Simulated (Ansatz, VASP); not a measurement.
## One calculation of TiSn3O8, two programs

```
CELL_PARAMETERS angstrom
-3.17656 3.37836 3.38402
3.17656 -3.37836 3.38402
3.17656 3.37836 -3.38402
ATOMIC_POSITIONS crystal
Ti 0.00000 0.00000 0.00000
Sn 0.00000 0.50000 0.50000
Sn 0.50000 0.24878 0.74878
Sn 0.50000 0.75122 0.25122
O 0.70034 0.00000 0.70034
O 0.69602 0.50000 0.19602
O 0.18949 0.95157 0.76209
O 0.18949 0.42740 0.23791
O 0.29966 0.00000 0.29966
O 0.30398 0.50000 0.80398
O 0.81051 0.57260 0.76209
O 0.81051 0.04843 0.23791
```

Alike in both runs: functional PBE; k mesh 4 × 4 × 4; occupations gaussian, width 0.1 eV; collinear spin.

Ansatz relaxed the structure, and its values are those at the end. VASP's run is a single point on that final structure, the one shown.

```csv
,VASP,Ansatz
version,VASP 6.6.1,Ansatz 0.2.0
potentials or method,"VASP PAW PBE potentials, release 64 (Ti_sv, Sn_d, O), cutoff 520 eV","scalar-relativistic, plane waves, PAW"
valence electrons in the cell,102,102
```

```tsv
	VASP	Ansatz	Ansatz less VASP
gap on the k mesh at the Fermi level (eV)	1.71	1.73	+0.013
least direct gap on the mesh (eV)	1.71	1.73	+0.013
pressure (GPa)	0.6	0.0	-0.62
rms of the force components (eV/Å)	0.008	0.005	-0.0034
net moment per atom (μB)	0.00	0.00	0.000
```

Ansatz's warnings: seeded moment not kept.
